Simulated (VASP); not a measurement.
# BrO2 (fluorite type) (Fm-3m) in VASP: a series of runs

Runs on BrO2 (fluorite type). Level: PBE. Tasks: single point.

All numbers are computed with VASP 6.6.1; they aren't measurements. Logs are shortened: lines on timing, memory, paths and dates and some standing lists are left out, and cuts for length are marked.

### Step 1. The cell of the first run

The structure is cubic, space group Fm-3m (No. 225). Conventional cell: a = 5.325 Å, b = 5.325 Å, c = 5.325 Å, α = 90.00°, β = 90.00°, γ = 90.00°. Within 3.0 Å of Br (site symmetry m-3m) lie 8 O at 2.31 Å. Within 3.0 Å of O (site symmetry -43m) lie 4 Br at 2.31 Å and 6 O at 2.66 Å.

### Step 2. Single point, PBE

Input file INCAR:

```
PREC = Accurate
ENCUT = 520
EDIFF = 1E-7
ISMEAR = -1
SIGMA = 0.06122561905347299
LREAL = F
LASPH = T
NELM = 60
ALGO = Normal
ISIF = 2
LWAVE = F
LCHARG = T
GGA = PE
LELF = T
LVHAR = T
NBANDS = 16
```

Input file KPOINTS:

```
Automatic mesh
0
Gamma
  18 18 18
```

Input file POSCAR:

```
BrO2
1.0
    0.0000000000      2.6625822548      2.6625822548
    2.6625822548      0.0000000000      2.6625822548
    2.6625822548      2.6625822548      0.0000000000
Br O
1 2
Direct
    0.0000000000      0.0000000000      0.0000000000
    0.2500000000      0.2500000000      0.2500000000
    0.7500000000      0.7500000000      0.7500000000
```

Potentials or basis: VASP PAW PBE potentials, release 64 (Br, O).

The run is started by

```bash
$ cat potpaw_PBE.64/Br/POTCAR potpaw_PBE.64/O/POTCAR > POTCAR
$ mpirun -np 1 vasp_std > vasp.out
```

OUTCAR:

```text
PREC = Accurate
   ENCUT = 520
   EDIFF = 1E-7
   ISMEAR = -1
   LREAL = F
   LASPH = T
   NELM = 60
   ISIF = 2
   GGA = PE

 ion  position               nearest neighbor table
   1  0.000  0.000  0.000-   3 2.31   3 2.31   3 2.31   2 2.31   3 2.31   2 2.31   2 2.31   2 2.31

   2  0.250  0.250  0.250-   1 2.31   1 2.31   1 2.31   1 2.31
   3  0.750  0.750  0.750-   1 2.31   1 2.31   1 2.31   1 2.31

  LATTYP: Found a face centered cubic cell.
 ALAT       =     5.3251645096

  Lattice vectors:

 A1 = (   0.0000000000,   2.6625822548,   2.6625822548)
 A2 = (   2.6625822548,   0.0000000000,   2.6625822548)
 A3 = (   2.6625822548,   2.6625822548,   0.0000000000)

Analysis of symmetry for initial positions (statically):
=====================================================================
 Subroutine PRICEL returns:
 Original cell was already a primitive cell.

 Routine SETGRP: Setting up the symmetry group for a
 face centered cubic supercell.

 Subroutine GETGRP returns: Found 48 space group operations
 (whereof 48 operations were pure point group operations)
 out of a pool of 48 trial point group operations.

The static configuration has the point symmetry O_h .

Analysis of symmetry for dynamics (positions and initial velocities):
=====================================================================
 Subroutine PRICEL returns:
 Original cell was already a primitive cell.

 Routine SETGRP: Setting up the symmetry group for a
 face centered cubic supercell.

 Subroutine GETGRP returns: Found 48 space group operations
 (whereof 48 operations were pure point group operations)
 out of a pool of 48 trial point group operations.

The dynamic configuration has the point symmetry O_h .

 Subroutine INISYM returns: Found 48 space group operations
 (whereof 48 operations are pure point group operations),
 and found     1 'primitive' translations

----------------------------------------------------------------------------------------

                                     Primitive cell

  volume of cell :      37.7519

  direct lattice vectors                    reciprocal lattice vectors
     0.000000000  2.662582255  2.662582255    -0.187787626  0.187787626  0.187787626
     2.662582255  0.000000000  2.662582255     0.187787626 -0.187787626  0.187787626
     2.662582255  2.662582255  0.000000000     0.187787626  0.187787626 -0.187787626

  length of vectors
     3.765459936  3.765459936  3.765459936     0.325257709  0.325257709  0.325257709

[... 78 lines left out ...]
   LSORBIT =      F    spin-orbit coupling
   LASPH  =      T    aspherical Exc in radial PAW
   ENCUT  =  520.0 eV  38.22 Ry    6.18 a.u.   7.00  7.00  7.00*2*pi/ulx,y,z
   NELM   =     60;   NELMIN=  2; NELMDL= -5     # of ELM steps
   EDIFF  = 0.1E-06   stopping-criterion for ELM
   LREAL  =      F    real-space projection
   EDIFFG = 0.1E-05   stopping-criterion for IOM
   NSW    =      0    number of steps for IOM
   IBRION =     -1    ionic relax: 0-MD 1-quasi-New 2-CG
   NFREE  =      0    steps in history (QN), initial steepest desc. (CG)
   ISIF   =      2    stress and relaxation
   ISYM   =      2    0-nonsym 1-usesym 2-fastsym
   POTIM  = 0.5000    time-step for ionic-motion
   TEBEG  =    0.0;   TEEND  =   0.0 temperature during run
   PSTRESS=    0.0 pullay stress
   NELECT =      19.0000    total number of electrons
   NUPDOWN=      -1.0000    fix difference up-down
   EMIN   =  10.00;   EMAX   =-10.00  energy-range for DOS
   EFERMI =   0.00;   METHOD = LEGACY
   ISMEAR =    -1;   SIGMA  =   0.06  broadening in eV -4-tet -1-fermi 0-gaus
   EFERMI_NEDOS =   21; number of points for ismear=-14 and -15
   IALGO  =     38    algorithm
   IMIX   =      4    mixing-type and parameters
     AMIX     =   0.40;   BMIX     =  1.00
     AMIX_MAG =   1.60;   BMIX_MAG =  1.00
  volume/ion in A,a.u.               =      12.58        84.92
  Fermi-wavevector in a.u.,A,eV,Ry     =   1.302206  2.460812 23.071947  1.695740
  Thomas-Fermi vector in A             =   2.433289
   LORBIT       =      0    0 simple, 1 ext, 2 COOP (PROOUT), +10 PAW based schemes
   GGA     = PE    functional components
   LHFCALC =     F    Hartree Fock is set to
   AEXX    =    0.0000 exact exchange contribution
   IVDW    =     0    specifies the selected vdW correction
   LEPSILON=     F    determine dielectric tensor
   LRPA    =     F    only Hartree local field effects (RPA)
 non-spin polarized calculation
  energy-cutoff  :      520.00
  volume of cell :       37.75
 maximum number of plane-waves:      1034
   NGX = 13   NGY = 13   NGZ = 13

 number of electron      19.0000012 magnetization

 Free energy of the ion-electron system (eV)
  ---------------------------------------------------
  ext. energy  EPLUGINS =         0.00000000
  ---------------------------------------------------
  free energy    TOTEN  =        -8.29271594 eV

  energy without entropy =       -8.27612331  energy(sigma->0) =       -8.28441963

 E-fermi :   4.2409     XC(G=0): -10.6427

 val. band max:        4.2408365273   @ k =  -0.2222   0.2778   0.1111
 cond. band min:       4.2637993781   @ k =  -0.3333   0.5000   0.1667
 fundamental gap:      0.0229628509
 Fermi energy:         4.2408707046

 k-point     1 :       0.0000    0.0000    0.0000
  band No.  band energies     occupation
      1     -16.7901      2.00000
      2     -12.5203      2.00000
      3      -9.1848      2.00000
      4      -0.5213      2.00000
      5      -0.5213      2.00000
      6      -0.5213      2.00000
[... 433 lines left out ...]
      3     -10.2053      2.00000
      4      -1.5767      2.00000
      5      -1.4831      2.00000
      6      -1.2168      2.00000
[... 8 lines left out ...]
     15      15.6046      0.00000
     16      20.0457      0.00000

 [... further k-points ...]
[... 5 lines left out ...]
  --------------------------------------------------------------------------------------
  -------------------------------------------------------------------------------------
  Total       -0.5237327     -0.5237327     -0.5237327      0.0000000      0.0000000      0.0000000
  in kB      -22.2270173    -22.2270173    -22.2270173      0.0000000      0.0000000      0.0000000
  external PRESSURE =     -22.2270173 kB  Pullay stress =       0.0000000 kB

 VOLUME and BASIS-vectors are now :
 -----------------------------------------------------------------------------
  energy-cutoff  :      520.00
  volume of cell :       37.75
      direct lattice vectors                 reciprocal lattice vectors
     0.000000000  2.662582255  2.662582255    -0.187787626  0.187787626  0.187787626
     2.662582255  0.000000000  2.662582255     0.187787626 -0.187787626  0.187787626
     2.662582255  2.662582255  0.000000000     0.187787626  0.187787626 -0.187787626

 POSITION                                       TOTAL-FORCE (eV/Angst)
 -----------------------------------------------------------------------------------
      0.00000      0.00000      0.00000        -0.000000      0.000000     -0.000000
      1.33129      1.33129      1.33129         0.000000      0.000000      0.000000
      3.99387      3.99387      3.99387        -0.000000     -0.000000     -0.000000
 -----------------------------------------------------------------------------------
    total drift:                                0.000000      0.000000      0.000000

  FREE ENERGIE OF THE ION-ELECTRON SYSTEM (eV)
  ---------------------------------------------------
  free  energy   TOTEN  =        -8.2927159436 eV

  energy  without entropy=       -8.2761233079  energy(sigma->0) =       -8.28441963
```

OSZICAR:

```text
N       E                     dE             d eps       ncg     rms          rms(c)
DAV:   1     0.802963316714E+02    0.80296E+02   -0.99188E+03  6256   0.108E+03
DAV:   2    -0.843741604716E+01   -0.88734E+02   -0.85375E+02  8104   0.229E+02
DAV:   3    -0.113660862562E+02   -0.29287E+01   -0.29191E+01  8096   0.421E+01
DAV:   4    -0.113783180528E+02   -0.12232E-01   -0.12231E-01  7960   0.301E+00
DAV:   5    -0.113783885269E+02   -0.70474E-04   -0.70474E-04  7944   0.212E-01    0.197E+01
DAV:   6    -0.898990502698E+01    0.23885E+01   -0.12216E+01  6256   0.296E+01    0.207E+01
DAV:   7    -0.829408910692E+01    0.69582E+00   -0.18766E+00  6568   0.117E+01    0.161E+01
DAV:   8    -0.842737813022E+01   -0.13329E+00   -0.10440E+00  6720   0.867E+00    0.235E+01
DAV:   9    -0.829152966579E+01    0.13585E+00   -0.45609E-01  6464   0.569E+00    0.325E-01
DAV:  10    -0.829262696306E+01   -0.10973E-02   -0.95842E-03  7512   0.792E-01    0.619E-02
DAV:  11    -0.829270222003E+01   -0.75257E-04   -0.13523E-04  8056   0.893E-02    0.198E-01
DAV:  12    -0.829271478006E+01   -0.12560E-04   -0.54796E-05  6848   0.708E-02    0.842E-02
DAV:  13    -0.829271591794E+01   -0.11379E-05   -0.12251E-06  8032   0.838E-03    0.211E-02
DAV:  14    -0.829271603754E+01   -0.11959E-06   -0.10941E-06  6824   0.833E-03    0.555E-03
DAV:  15    -0.829271594355E+01    0.93986E-07   -0.11052E-07  5632   0.239E-03
   1 F= -.82927159E+01 E0= -.82844196E+01  d E =-.165926E-01
```

It took 90 s on 1 thread of Intel Xeon Platinum 8259CL at 2.50GHz (Skylake/Cascade Lake), shared host; peak memory 0.23 GiB.

What came out:

| Property | Result |
| --- | --- |
| Free energy | -8.2927 eV |
| Pressure | -2.2 GPa |

Caveat: an odd number of electrons without spin polarisation forces a metal; a magnetic or distorted state may lie lower.

### Step 3. Single point, PBE

Input file INCAR:

```
SYSTEM = BrO2
PREC = Accurate
ENCUT = 520
EDIFF = 1E-6
ISMEAR = -1
SIGMA = 0.06122561905347299
LREAL = .FALSE.
LASPH = .TRUE.
NELM = 80
ALGO = Normal
ISIF = 2
LWAVE = .FALSE.
LCHARG = .FALSE.
GGA = PE
NBANDS = 16
```

Input file KPOINTS:

```
regular mesh
0
G
  18 18 18
  0 0 0
```

POSCAR is that of step 2.

Potentials or basis: VASP PAW PBE potentials, release 64 (Br, O).

The run is started by

```bash
$ cat potpaw_PBE.64/Br/POTCAR potpaw_PBE.64/O/POTCAR > POTCAR
$ mpirun -np 1 vasp_std > vasp.out
```

OUTCAR:

```text
SYSTEM = BrO2
   PREC = Accurate
   ENCUT = 520
   EDIFF = 1E-6
   ISMEAR = -1
   LREAL = .FALSE.
   LASPH = .TRUE.
   NELM = 80
   ISIF = 2
   GGA = PE

 ion  position               nearest neighbor table
   1  0.000  0.000  0.000-   3 2.31   3 2.31   3 2.31   2 2.31   3 2.31   2 2.31   2 2.31   2 2.31

   2  0.250  0.250  0.250-   1 2.31   1 2.31   1 2.31   1 2.31
   3  0.750  0.750  0.750-   1 2.31   1 2.31   1 2.31   1 2.31

  LATTYP: Found a face centered cubic cell.
 ALAT       =     5.3251645096

  Lattice vectors:

 A1 = (   0.0000000000,   2.6625822548,   2.6625822548)
 A2 = (   2.6625822548,   0.0000000000,   2.6625822548)
 A3 = (   2.6625822548,   2.6625822548,   0.0000000000)

Analysis of symmetry for initial positions (statically):
=====================================================================
 Subroutine PRICEL returns:
 Original cell was already a primitive cell.

 Routine SETGRP: Setting up the symmetry group for a
 face centered cubic supercell.

 Subroutine GETGRP returns: Found 48 space group operations
 (whereof 48 operations were pure point group operations)
 out of a pool of 48 trial point group operations.
[... 159 lines left out ...]
  ---------------------------------------------------
  free energy    TOTEN  =        -8.29271604 eV

  energy without entropy =       -8.27612366  energy(sigma->0) =       -8.28441985

 E-fermi :   4.2409     XC(G=0): -10.6429

 val. band max:        4.2408598111   @ k =  -0.2222   0.2778   0.1111
 cond. band min:       4.2638367167   @ k =  -0.3333   0.5000   0.1667
 fundamental gap:      0.0229769056
 Fermi energy:         4.2409046711

 k-point     1 :       0.0000    0.0000    0.0000
  band No.  band energies     occupation
      1     -16.7901      2.00000
      2     -12.5202      2.00000
      3      -9.1848      2.00000
      4      -0.5213      2.00000
      5      -0.5213      2.00000
      6      -0.5213      2.00000
[... 433 lines left out ...]
      3     -10.2053      2.00000
      4      -1.5767      2.00000
      5      -1.4831      2.00000
      6      -1.2168      2.00000
[... 8 lines left out ...]
     15      15.6046      0.00000
     16      20.0457      0.00000

 [... further k-points ...]
[... 5 lines left out ...]
  --------------------------------------------------------------------------------------
  -------------------------------------------------------------------------------------
  Total       -0.5246556     -0.5246556     -0.5246556      0.0000000      0.0000000     -0.0000000
  in kB      -22.2661826    -22.2661826    -22.2661826      0.0000000      0.0000000     -0.0000000
  external PRESSURE =     -22.2661826 kB  Pullay stress =       0.0000000 kB

 VOLUME and BASIS-vectors are now :
 -----------------------------------------------------------------------------
  energy-cutoff  :      520.00
  volume of cell :       37.75
      direct lattice vectors                 reciprocal lattice vectors
     0.000000000  2.662582255  2.662582255    -0.187787626  0.187787626  0.187787626
     2.662582255  0.000000000  2.662582255     0.187787626 -0.187787626  0.187787626
     2.662582255  2.662582255  0.000000000     0.187787626  0.187787626 -0.187787626

 POSITION                                       TOTAL-FORCE (eV/Angst)
 -----------------------------------------------------------------------------------
      0.00000      0.00000      0.00000         0.000000      0.000000      0.000000
      1.33129      1.33129      1.33129        -0.000000     -0.000000     -0.000000
      3.99387      3.99387      3.99387        -0.000000     -0.000000     -0.000000
 -----------------------------------------------------------------------------------
    total drift:                                0.000000      0.000000      0.000000

  FREE ENERGIE OF THE ION-ELECTRON SYSTEM (eV)
  ---------------------------------------------------
  free  energy   TOTEN  =        -8.2927160447 eV

  energy  without entropy=       -8.2761236557  energy(sigma->0) =       -8.28441985
```

stdout:

```text
POSCAR found type information on POSCAR BrO
 POSCAR found :  2 types and       3 ions
 scaLAPACK will be used
 LDA part: xc-table for (Slater+PW92), standard interpolation
 POSCAR, INCAR and KPOINTS ok, starting setup
 FFT: planning ... GRIDC
 FFT: planning ... GRID_SOFT
 FFT: planning ... GRID
 WAVECAR not read
 entering main loop
```

Run time: 83 s. Hardware: 1 thread of Intel Xeon Platinum 8259CL at 2.50GHz (Skylake/Cascade Lake), shared host; peak memory 0.24 GiB.

What came out:

```
Free energy : -8.2927 eV
Pressure    : -2.2 GPa
```

Levels at points of the mesh, in eV from the Fermi level:
```
           k point  band 7  band 8  band 9  band 10  band 11  band 12  band 13  band 14
(0.00, 0.00, 0.00)   -4.11   -4.11   -4.11    -0.14    -0.14    -0.14     8.94    10.92
(0.50, 0.00, 0.00)   -3.32   -3.32   -1.59     0.93     0.93     1.06    10.58    11.40
(0.50, 0.50, 0.00)   -2.37   -1.64   -1.64    -1.20     1.70     1.70     7.91    12.83
```

Caveat: an odd number of electrons without spin polarisation forces a metal; a magnetic or distorted state may lie lower.

### Step 4. Single point, PBE

This run uses another cell than the first one, of 12.83 Å³/atom, 1.020 times its volume.

Input file INCAR:

```
SYSTEM = BrO2
ALGO = Normal
EDIFF = 1E-6
ENCUT = 520
GGA = PE
ISIF = 2
ISMEAR = -1
LASPH = .TRUE.
LCHARG = .FALSE.
LREAL = .FALSE.
LWAVE = .FALSE.
NBANDS = 16
NELM = 80
PREC = Accurate
SIGMA = 0.06122561905347299
```

Input file KPOINTS:

```
k-points
0
G
  18 18 18
  0 0 0
```

Input file POSCAR:

```
BrO2
1.0
    0.0000000000      2.6798722344      2.6798722344
    2.6798722344      0.0000000000      2.6798722344
    2.6798722344      2.6798722344      0.0000000000
Br O
1 2
Direct
    0.0000000000      0.0000000000      0.0000000000
    0.2500000000      0.2500000000      0.2500000000
    0.7500000000      0.7500000000      0.7500000000
```

The run is started by

```bash
$ cat potpaw_PBE.64/Br/POTCAR potpaw_PBE.64/O/POTCAR > POTCAR
$ mpirun -np 1 vasp_std > vasp.out
```

Wall time 81 s (1 thread of Intel Xeon Platinum 8259CL at 2.50GHz (Skylake/Cascade Lake), shared host); peak memory 0.24 GiB.

It converged, with:

```yaml
Free_energy: -8.2790 eV
Pressure: -4.1 GPa
```

Levels at points of the mesh, in eV from the Fermi level:
| k point | band 7 | band 8 | band 9 | band 10 | band 11 | band 12 | band 13 | band 14 |
| --- | --- | --- | --- | --- | --- | --- | --- | --- |
| (0.00, 0.00, 0.00) | -3.97 | -3.97 | -3.97 | -0.11 | -0.11 | -0.11 | 8.91 | 10.97 |
| (0.50, 0.00, 0.00) | -3.20 | -3.20 | -1.55 | 0.91 | 0.91 | 1.02 | 10.60 | 11.41 |
| (0.50, 0.50, 0.00) | -2.38 | -1.57 | -1.57 | -1.15 | 1.64 | 1.64 | 7.95 | 12.76 |

Caveat: an odd number of electrons without spin polarisation forces a metal; a magnetic or distorted state may lie lower.
